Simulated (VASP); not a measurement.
# TlPt (P6/mmm) in VASP: a series of runs, part 2 of 2

VASP 6.6.1.

## 4. Single point, PBE

This run uses another cell than the first one, of 20.61 Å³/atom, 1.043 times its volume.

File INCAR:

```
ALGO = Fast
EDIFF = 1E-6
ENCUT = 520
GGA = PE
ISIF = 2
ISMEAR = -1
LASPH = True
LCHARG = True
LELF = True
LREAL = False
LVHAR = True
LWAVE = False
NBANDS = 44
NELM = 80
PREC = Accurate
SIGMA = 0.05
```

File KPOINTS:

```
k-points
0
Gamma
  6 6 6
```

File POSCAR:

```
TlPt
1.0
    5.5673814169      0.0000000000      0.0000000000
   -2.7836907084      4.8214937396      0.0000000000
    0.0000000000      0.0000000000      4.6078648337
Tl Pt
3 3
Direct
    0.0000000000      0.5000000000      0.0000000000
    0.5000000000      0.5000000000      0.0000000000
    0.5000000000      0.0000000000      0.0000000000
    0.6666666667      0.3333333333      0.5000000000
    0.3333333333      0.6666666667      0.5000000000
    0.0000000000      0.0000000000      0.0000000000
```

Potentials or basis: VASP PAW PBE potentials, release 64 (Tl_d, Pt).

Command:

```console
> cat potpaw_PBE.64/Tl_d/POTCAR potpaw_PBE.64/Pt/POTCAR > POTCAR
> mpirun -np 1 vasp_std > vasp.out
```

OUTCAR:

```text
EDIFF = 1E-6
   ENCUT = 520
   GGA = PE
   ISIF = 2
   ISMEAR = -1
   LASPH = True
   LREAL = False
   NELM = 80
   PREC = Accurate

 ion  position               nearest neighbor table
   1  0.000  0.500  0.000-   6 2.78   6 2.78   2 2.78   2 2.78   3 2.78   3 2.78   5 2.81   5 2.81
                             4 2.81   4 2.81
   2  0.500  0.500  0.000-   3 2.78   3 2.78   1 2.78   1 2.78   6 2.78   6 2.78   5 2.81   5 2.81
                             4 2.81   4 2.81
   3  0.500  0.000  0.000-   2 2.78   2 2.78   6 2.78   6 2.78   1 2.78   1 2.78   5 2.81   5 2.81
                             4 2.81   4 2.81
   4  0.667  0.333  0.500-   3 2.81   3 2.81   1 2.81   1 2.81   2 2.81   2 2.81   5 3.21   5 3.21
                             5 3.21
   5  0.333  0.667  0.500-   3 2.81   3 2.81   1 2.81   1 2.81   2 2.81   2 2.81   4 3.21   4 3.21
                             4 3.21
   6  0.000  0.000  0.000-   1 2.78   1 2.78   3 2.78   3 2.78   2 2.78   2 2.78

  LATTYP: Found a hexagonal cell.
 ALAT       =     5.5673814169
 C/A-ratio  =     0.8276538805

  Lattice vectors:

 A1 = (   5.5673814169,   0.0000000000,   0.0000000000)
 A2 = (  -2.7836907084,   4.8214937396,   0.0000000000)
 A3 = (   0.0000000000,   0.0000000000,   4.6078648337)

[... 182 lines left out ...]

 E-fermi :   8.4194     XC(G=0): -11.5355

 val. band max:        8.4177145068   @ k =   0.0000   0.0000   0.0000
 cond. band min:       8.4208849391   @ k =   0.1667   0.1667   0.3333
 fundamental gap:      0.0031704323
 Fermi energy:         8.4193777092

 k-point     1 :       0.0000    0.0000    0.0000
  band No.  band energies     occupation
      1      -5.8862      2.00000
      2      -5.0130      2.00000
      3      -5.0130      2.00000
      4      -4.5792      2.00000
      5      -4.4322      2.00000
      6      -3.9824      2.00000
[... 1117 lines left out ...]
     43      16.4653      0.00000
     44      16.8448      0.00000

 [... further k-points ...]
[... 5 lines left out ...]
  --------------------------------------------------------------------------------------
  -------------------------------------------------------------------------------------
  Total       16.4555723     16.4555723      5.1952731      0.0000000      0.0000000      0.0000000
  in kB      213.1529069    213.1529069     67.2955969      0.0000000      0.0000000      0.0000000
  external PRESSURE =     164.5338036 kB  Pullay stress =       0.0000000 kB

 VOLUME and BASIS-vectors are now :
 -----------------------------------------------------------------------------
  energy-cutoff  :      520.00
  volume of cell :      123.69
      direct lattice vectors                 reciprocal lattice vectors
     5.567381417  0.000000000  0.000000000     0.179617656  0.103702302  0.000000000
    -2.783690708  4.821493740  0.000000000     0.000000000  0.207404604  0.000000000
     0.000000000  0.000000000  4.607864834     0.000000000  0.000000000  0.217020255

 POSITION                                       TOTAL-FORCE (eV/Angst)
 -----------------------------------------------------------------------------------
     -1.39185      2.41075      0.00000        -0.000000      0.000000      0.000000
      1.39185      2.41075      0.00000        -0.000000      0.000000      0.000000
      2.78369      0.00000      0.00000        -0.000000      0.000000      0.000000
      2.78369      1.60716      2.30393        -0.000000      0.000000      0.000000
     -0.00000      3.21433      2.30393         0.000000     -0.000000      0.000000
      0.00000      0.00000      0.00000        -0.000000      0.000000      0.000000
 -----------------------------------------------------------------------------------
    total drift:                                0.000000     -0.000000     -0.000000

  FREE ENERGIE OF THE ION-ELECTRON SYSTEM (eV)
  ---------------------------------------------------
  free  energy   TOTEN  =       -20.1071147192 eV

  energy  without entropy=      -20.0768747123  energy(sigma->0) =      -20.09199472
```

It took 1.7 min on 1 thread of Intel Xeon Platinum 8488C (Sapphire Rapids), shared host; peak memory 0.31 GiB.

Results:

| Property | Result |
| --- | --- |
| Free energy | -20.1071 eV |
| Pressure | 16.5 GPa |

Caveat: spin-orbit coupling is left out, which moves the levels of the heavy elements.

## 5. Overview

```csv
cell,gap on the mesh (eV),pressure (GPa)
"a = 5.491, b = 5.491, c = 4.544 Å, angles 90.0, 90.0, 120.0°, 6 atoms",none,24.0
"a = 5.529, b = 5.529, c = 4.576 Å, angles 90.0, 90.0, 120.0°, 6 atoms",none,20.0
"a = 5.567, b = 5.567, c = 4.608 Å, angles 90.0, 90.0, 120.0°, 6 atoms",none,16.5
```

Alike in all rows: task single point; level PBE; potentials or basis VASP PAW PBE potentials, release 64 (Tl_d, Pt); no spin polarisation; k mesh 6 × 6 × 6; cutoff (eV) 520; smearing fermi-dirac 0.05 eV.

Caveats: spin-orbit coupling is left out, which moves the levels of the heavy elements.

Total energies depend on the potentials used, so only differences within one code and one set of settings carry meaning.
